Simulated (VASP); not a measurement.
# SnTe (P1) in VASP: a series of runs

Runs on SnTe. Level: PBEsol. Tasks: single point.

Everything below comes from runs of VASP 6.6.1. Logs are shortened: lines on timing, memory, paths and dates and some standing lists are left out, and cuts for length are marked.

## 1. The cell of the first run

The typed cell holds 2 atoms: a = 5.071 Å, b = 5.115 Å, c = 5.123 Å, α = 60.14°, β = 60.47°, γ = 60.61°.

## 2. Single point, PBEsol

File INCAR:

```
PREC = Accurate
ENCUT = 520
EDIFF = 1E-6
ISMEAR = 0
SIGMA = 0.01
LREAL = False
LASPH = True
NELM = 60
ALGO = Normal
ISIF = 2
LWAVE = False
LCHARG = False
GGA = PS
NBANDS = 17
```

File KPOINTS:

```
regular mesh
0
Gamma
  3 3 3
```

File POSCAR:

```
SnTe
1.0
   -0.0123400000      3.5909600000      3.5803100000
    3.6386700000     -0.0265400000      3.5945100000
    3.6394100000      3.6059000000     -0.0272800000
Sn Te
1 1
Direct
    0.9929919838     -0.0017861214      0.0079661058
    0.7561500000      0.7474000000      0.7507500000
```

Potentials or basis: VASP PAW PBE potentials, release 64 (Sn_d, Te).

On the command line:

```console
cat potpaw_PBE.64/Sn_d/POTCAR potpaw_PBE.64/Te/POTCAR > POTCAR
mpirun -np 1 vasp_std > vasp.out
```

OUTCAR:

```text
PREC = Accurate
   ENCUT = 520
   EDIFF = 1E-6
   ISMEAR = 0
   LREAL = False
   LASPH = True
   NELM = 60
   ISIF = 2
   GGA = PS

 ion  position               nearest neighbor table
   1  0.993  0.998  0.008-   2 3.10   2 3.12   2 3.14   2 3.18
   2  0.756  0.747  0.751-   1 3.10   1 3.12   1 3.14   1 3.18

  LATTYP: Found a triclinic cell.
 ALAT       =     8.8859422597
 B/A-ratio  =     0.5772624508
 C/A-ratio  =     0.8204465828
 COS(alpha) =     0.0002842948
 COS(beta)  =     0.4090921630
 COS(gamma) =     0.8668528368

  Lattice vectors:

 A1 = (  -3.6401500000,  -7.2383400000,   3.6490700000)
 A2 = (  -0.0007400000,  -3.6324400000,   3.6217900000)
 A3 = (  -7.2904200000,   0.0116000000,   0.0130800000)

Analysis of symmetry for initial positions (statically):
=====================================================================
 Subroutine PRICEL returns:
 Original cell was already a primitive cell.

 Routine SETGRP: Setting up the symmetry group for a
 triclinic supercell.

 Subroutine GETGRP returns: Found  1 space group operations
 (whereof  1 operations were pure point group operations)
 out of a pool of  2 trial point group operations.

The static configuration has the point symmetry C_1 .

Analysis of symmetry for dynamics (positions and initial velocities):
=====================================================================
 Subroutine PRICEL returns:
 Original cell was already a primitive cell.

 Routine SETGRP: Setting up the symmetry group for a
 triclinic supercell.

 Subroutine GETGRP returns: Found  1 space group operations
 (whereof  1 operations were pure point group operations)
 out of a pool of  2 trial point group operations.

The dynamic configuration has the point symmetry C_1 .

 Subroutine INISYM returns: Found  1 space group operations
 (whereof  1 operations are pure point group operations),
 and found     1 'primitive' translations

----------------------------------------------------------------------------------------

                                     Primitive cell

  volume of cell :      94.8149

  direct lattice vectors                    reciprocal lattice vectors
    -0.012340000  3.590960000  3.580310000    -0.136695006  0.139019947  0.139400810
     3.638670000 -0.026540000  3.594510000     0.137195788 -0.137424425  0.138306071
     3.639410000  3.605900000 -0.027280000     0.137138433  0.137867852 -0.137805289

  length of vectors
     5.070874253  5.114794803  5.123335257     0.239676149  0.238404543  0.238337559

  position of ions in fractional coordinates (direct lattice)
     0.992991984  0.998213879  0.007966106
     0.756150000  0.747400000  0.750750000

  ion indices of the primitive-cell ions
   primitive index   ion index
                 1           1
                 2           2

----------------------------------------------------------------------------------------

 KPOINTS: regular mesh

Automatic generation of k-mesh.
 Grid dimensions read from file:
 generate k-points for:    3    3    3

 Generating k-lattice:

  Cartesian coordinates                     Fractional coordinates (reciprocal lattice)
    -0.045565002  0.046339982  0.046466937     0.333333333  0.000000000  0.000000000
     0.045731929 -0.045808142  0.046102024    -0.000000000  0.333333333 -0.000000000
     0.045712811  0.045955951 -0.045935096     0.000000000  0.000000000  0.333333333

  Length of vectors
     0.079892050  0.079468181  0.079445853

  Shift w.r.t. Gamma in fractional coordinates (k-lattice)
     0.000000000  0.000000000  0.000000000

 Subroutine IBZKPT returns following result:
 ===========================================

 Found     14 irreducible k-points:

 Following reciprocal coordinates:
            Coordinates               Weight
  0.000000  0.000000  0.000000      1.000000
  0.333333  0.000000 -0.000000      2.000000
 -0.000000  0.333333 -0.000000      2.000000
  0.333333  0.333333 -0.000000      2.000000
 -0.333333  0.333333 -0.000000      2.000000
  0.000000 -0.000000  0.333333      2.000000
  0.333333 -0.000000  0.333333      2.000000
 -0.333333 -0.000000  0.333333      2.000000
 -0.000000  0.333333  0.333333      2.000000
  0.333333  0.333333  0.333333      2.000000
 -0.333333  0.333333  0.333333      2.000000
  0.000000 -0.333333  0.333333      2.000000
  0.333333 -0.333333  0.333333      2.000000
 -0.333333 -0.333333  0.333333      2.000000
   k-points           NKPTS =     14   k-points in BZ     NKDIM =     14   number of bands    NBANDS=     17
   number of dos      NEDOS =    301   number of ions     NIONS =      2
   total plane-waves  NPLWV =  64000
   dimension x,y,z NGX =    40 NGY =   40 NGZ =   40
   dimension x,y,z NGXF=    80 NGYF=   80 NGZF=   80
   ions per type =               1   1
   NGX,Y,Z   is equivalent  to a cutoff of  13.11, 13.00, 12.98 a.u.
   NGXF,Y,Z  is equivalent  to a cutoff of  26.23, 26.00, 25.96 a.u.
 SYSTEM =  unknown system
   PREC   = accura    normal or accurate (medium, high low for compatibility)
   ISTART =      0    job   : 0-new  1-cont  2-samecut
   ICHARG =      2    charge: 1-file 2-atom 10-const
   ISPIN  =      1    spin polarized calculation?
   LNONCOLLINEAR =      F non collinear calculations
   LSORBIT =      F    spin-orbit coupling
   LASPH  =      T    aspherical Exc in radial PAW
   ENCUT  =  520.0 eV  38.22 Ry    6.18 a.u.   9.43  9.51  9.53*2*pi/ulx,y,z
   NELM   =     60;   NELMIN=  2; NELMDL= -5     # of ELM steps
   EDIFF  = 0.1E-05   stopping-criterion for ELM
   LREAL  =      F    real-space projection
   EDIFFG = 0.1E-04   stopping-criterion for IOM
   NSW    =      0    number of steps for IOM
   IBRION =     -1    ionic relax: 0-MD 1-quasi-New 2-CG
   NFREE  =      0    steps in history (QN), initial steepest desc. (CG)
   ISIF   =      2    stress and relaxation
   ISYM   =      2    0-nonsym 1-usesym 2-fastsym
   POTIM  = 0.5000    time-step for ionic-motion
   TEBEG  =    0.0;   TEEND  =   0.0 temperature during run
   PSTRESS=    0.0 pullay stress
   NELECT =      20.0000    total number of electrons
   NUPDOWN=      -1.0000    fix difference up-down
   EMIN   =  10.00;   EMAX   =-10.00  energy-range for DOS
   EFERMI =   0.00;   METHOD = LEGACY
   ISMEAR =     0;   SIGMA  =   0.01  broadening in eV -4-tet -1-fermi 0-gaus
   EFERMI_NEDOS =   21; number of points for ismear=-14 and -15
   IALGO  =     38    algorithm
   IMIX   =      4    mixing-type and parameters
     AMIX     =   0.40;   BMIX     =  1.00
     AMIX_MAG =   1.60;   BMIX_MAG =  1.00
  volume/ion in A,a.u.               =      47.41       319.92
  Fermi-wavevector in a.u.,A,eV,Ry     =   0.974524  1.841584 12.921421  0.949698
  Thomas-Fermi vector in A             =   2.104991
   LORBIT       =      0    0 simple, 1 ext, 2 COOP (PROOUT), +10 PAW based schemes
   GGA     = PS    functional components
   LHFCALC =     F    Hartree Fock is set to
   AEXX    =    0.0000 exact exchange contribution
   IVDW    =     0    specifies the selected vdW correction
   LEPSILON=     F    determine dielectric tensor
   LRPA    =     F    only Hartree local field effects (RPA)
 non-spin polarized calculation
 Gauss-broadening in eV      SIGMA  =   0.01
  energy-cutoff  :      520.00
  volume of cell :       94.81
 maximum number of plane-waves:      2601
 NGX is ok and might be reduce to    40
   NGX = 19   NGY = 19   NGZ = 19

 number of electron      20.0000002 magnetization

 Free energy of the ion-electron system (eV)
  ---------------------------------------------------
  ext. energy  EPLUGINS =         0.00000000
  ---------------------------------------------------
  free energy    TOTEN  =        -7.70884039 eV

  energy without entropy =       -7.70884039  energy(sigma->0) =       -7.70884039

 E-fermi :   2.4759     XC(G=0):  -7.6312

 val. band max:        2.4263658212   @ k =   0.0000  -0.3333   0.3333
 cond. band min:       3.1423417421   @ k =   0.3333  -0.0000   0.3333
 fundamental gap:      0.7159759209
 Fermi energy:         2.4758634970

 k-point     1 :       0.0000    0.0000    0.0000
  band No.  band energies     occupation
      1     -18.7550      2.00000
      2     -18.7528      2.00000
      3     -18.7508      2.00000
      4     -18.7424      2.00000
      5     -18.7418      2.00000
      6      -8.5944      2.00000
[... 9 lines left out ...]
     16       9.4447      0.00000
     17      10.3497      0.00000

 k-point     2 :       0.3333    0.0000   -0.0000
  band No.  band energies     occupation
      1     -18.7558      2.00000
      2     -18.7515      2.00000
      3     -18.7495      2.00000
      4     -18.7427      2.00000
      5     -18.7419      2.00000
      6      -8.2384      2.00000
[... 9 lines left out ...]
     16       9.0772      0.00000
     17      10.2225      0.00000

 k-point     3 :      -0.0000    0.3333   -0.0000
  band No.  band energies     occupation
      1     -18.7547      2.00000
      2     -18.7527      2.00000
      3     -18.7501      2.00000
      4     -18.7423      2.00000
      5     -18.7416      2.00000
      6      -8.2290      2.00000
[... 9 lines left out ...]
     16       9.0710      0.00000
     17      10.1619      0.00000

 k-point     4 :       0.3333    0.3333   -0.0000
  band No.  band energies     occupation
      1     -18.7557      2.00000
      2     -18.7523      2.00000
      3     -18.7488      2.00000
      4     -18.7427      2.00000
      5     -18.7414      2.00000
      6      -8.0820      2.00000
[... 9 lines left out ...]
     16      10.4146      0.00000
     17      12.2296      0.00000
[... 143 lines left out ...]
      1     -18.7554      2.00000
      2     -18.7517      2.00000
      3     -18.7498      2.00000
      4     -18.7422      2.00000
      5     -18.7414      2.00000
      6      -7.9161      2.00000
[... 9 lines left out ...]
     16      10.0728      0.00000
     17      11.7247      0.00000

 k-point    13 :       0.3333   -0.3333    0.3333
  band No.  band energies     occupation
      1     -18.7550      2.00000
      2     -18.7520      2.00000
      3     -18.7500      2.00000
      4     -18.7423      2.00000
      5     -18.7412      2.00000
      6      -7.9044      2.00000
[... 9 lines left out ...]
     16      10.1091      0.00000
     17      11.8241      0.00000

 k-point    14 :      -0.3333   -0.3333    0.3333
  band No.  band energies     occupation
      1     -18.7550      2.00000
      2     -18.7523      2.00000
      3     -18.7497      2.00000
      4     -18.7421      2.00000
      5     -18.7414      2.00000
      6      -7.8985      2.00000
[... 9 lines left out ...]
     16      10.0933      0.00000
     17      11.8439      0.00000

------------------------ aborting loop because EDIFF is reached ----------------------------------------

  FORCE on cell =-STRESS in cart. coord.  units (eV):
  Direction    XX          YY          ZZ          XY          YZ          ZX
  --------------------------------------------------------------------------------------
  -------------------------------------------------------------------------------------
  Total       -1.3999432     -1.3582707     -1.3461617      0.1055566     -0.0306319      0.0564121
  in kB      -23.6561748    -22.9519957    -22.7473786      1.7836911     -0.5176166      0.9532497
  external PRESSURE =     -23.1185163 kB  Pullay stress =       0.0000000 kB

 VOLUME and BASIS-vectors are now :
 -----------------------------------------------------------------------------
  energy-cutoff  :      520.00
  volume of cell :       94.81
      direct lattice vectors                 reciprocal lattice vectors
    -0.012340000  3.590960000  3.580310000    -0.136695006  0.139019947  0.139400810
     3.638670000 -0.026540000  3.594510000     0.137195788 -0.137424425  0.138306071
     3.639410000  3.605900000 -0.027280000     0.137138433  0.137867852 -0.137805289

 POSITION                                       TOTAL-FORCE (eV/Angst)
 -----------------------------------------------------------------------------------
      3.64891      3.56803      7.14309        -0.029893      0.048249      0.096715
      5.44250      5.40260      5.37331         0.029893     -0.048249     -0.096715
 -----------------------------------------------------------------------------------
    total drift:                               -0.000379     -0.000123     -0.000160

  FREE ENERGIE OF THE ION-ELECTRON SYSTEM (eV)
  ---------------------------------------------------
  free  energy   TOTEN  =        -7.7088403881 eV

  energy  without entropy=       -7.7088403881  energy(sigma->0) =       -7.70884039
```

Wall time 27 s (1 thread of Intel Xeon Platinum 8259CL at 2.50GHz (Skylake/Cascade Lake), shared host); peak memory 0.23 GiB.

Results:

```yaml
Free_energy: -7.7088 eV
Pressure: -2.3 GPa
Largest_force: 0.112 eV/Å
Band_gap_on_the_k_mesh: 0.72 eV, indirect (least direct gap 0.95 eV)
```

Forces in eV/Å, atoms in the order of the input:
```
Sn  -0.030  0.048  0.097
Te   0.030 -0.048 -0.097
```

Caveat: the k points lie up to 0.50 Å⁻¹ apart; the PAW data sets were made with another functional, which shifts forces and pressure a little; spin-orbit coupling is left out, which moves the levels of the heavy elements.

## 3. Single point, PBEsol

This run uses another cell than the first one, of 47.64 Å³/atom, 1.005 times its volume.

File INCAR:

```
PREC = Accurate
ENCUT = 520
EDIFF = 1E-6
ISMEAR = 0
SIGMA = 0.01
LREAL = False
LASPH = True
NELM = 100
ALGO = Normal
ISIF = 2
LWAVE = False
LCHARG = True
GGA = PS
LELF = True
LVHAR = True
NBANDS = 17
```

KPOINTS is that of step 2.

File POSCAR:

```
SnTe
1.0
   -0.0123605325      3.5969349861      3.5862672656
    3.6447243706     -0.0265841598      3.6004908929
    3.6454656018      3.6118998447     -0.0273253911
Sn Te
1 1
Direct
    0.9957800000      0.0009800000      0.0052100000
    0.7561500000      0.7474000000      0.7507500000
```

Potentials or basis: VASP PAW PBE potentials, release 64 (Sn_d, Te).

On the command line:

```console
cat potpaw_PBE.64/Sn_d/POTCAR potpaw_PBE.64/Te/POTCAR > POTCAR
mpirun -np 1 vasp_std > vasp.out
```

Wall time 30 s (1 thread of Intel Xeon Platinum 8259CL at 2.50GHz (Skylake/Cascade Lake), shared host); peak memory 0.23 GiB.

Results (log left out):

```
Free energy            : -7.7034 eV
Pressure               : -2.4 GPa
Largest force          : 0.080 eV/Å
Band gap on the k mesh : 0.72 eV, indirect (least direct gap 0.96 eV)
```

Forces in eV/Å, atoms in the order of the input:
```
Sn  -0.032  0.049  0.055
Te   0.032 -0.049 -0.055
```

Stress tensor (GPa, compression positive):
```
-2.48  0.10  0.09
 0.10 -2.41 -0.05
 0.09 -0.05 -2.39
```

Levels at points of the mesh, in eV from the valence-band top:
```
           k point  band 6  band 7  band 8  band 9  band 10  band 11  band 12  band 13  band 14  band 15
(0.00, 0.00, 0.00)  -10.99   -4.73   -1.46   -1.43    -1.30     1.47     1.53     1.61     4.50     6.89
```

Caveat: the k points lie up to 0.50 Å⁻¹ apart; the PAW data sets were made with another functional, which shifts forces and pressure a little; spin-orbit coupling is left out, which moves the levels of the heavy elements. A k mesh can miss the band edges.

(Part 1 of 2 ends here.)
